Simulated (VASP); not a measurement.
## BiPdCl: density of states with PBE

The system is BiPdCl.

```xyz
6
Lattice="3.9955 0.0000 0.0000 0.0000 3.9955 0.0000 0.0000 0.0000 7.5698" Properties=species:S:1:pos:R:3 pbc="T T T"
Bi    0.0000    1.9977    1.2944
Bi    1.9977    0.0000    6.2754
Pd    0.0000    0.0000    0.0000
Pd    1.9977    1.9977    0.0000
Cl    0.0000    1.9977    4.9204
Cl    1.9977    0.0000    2.6494
```

- Program: VASP 6.6.1
- Task: density of states
- Functional: PBE
- Potentials or basis: VASP PAW PBE potentials, release 64 (Bi_d, Pd, Cl)
- Cutoff: 520 eV
- k mesh: 7 × 7 × 4
- Occupations: methfessel-paxton, width 0.0216 eV
- Spin: no spin polarisation
- Dipole correction: no
- k mesh for the DOS: 11 × 11 × 6
- Occupations for the DOS: tetrahedron
- Further INCAR settings: ALGO = Normal; EDIFF = 1e-06; NBANDS = 41

- Valence electrons inside the program's atomic spheres: Bi 13.18; Pd 10.34; Cl 5.09

Levels at points of the mesh, in eV from the Fermi level:
| k point | band 29 | band 30 | band 31 | band 32 | band 33 | band 34 | band 35 | band 36 |
| --- | --- | --- | --- | --- | --- | --- | --- | --- |
| (0.00, 0.00, 0.00) | -1.96 | -1.26 | -0.10 | 0.09 | 0.09 | 2.77 | 4.91 | 4.91 |
| (0.00, 0.00, 0.50) | -2.18 | -1.82 | -0.76 | 0.25 | 0.25 | 3.63 | 5.01 | 5.01 |

Run time: 5.3 min on 1 thread of Intel(R) Xeon(R) Platinum 8259CL CPU @ 2.50GHz (Skylake/Cascade Lake) (shared host), peak memory 0.46 GiB.

Caveat: spin-orbit coupling is left out, which moves the levels of the heavy elements.
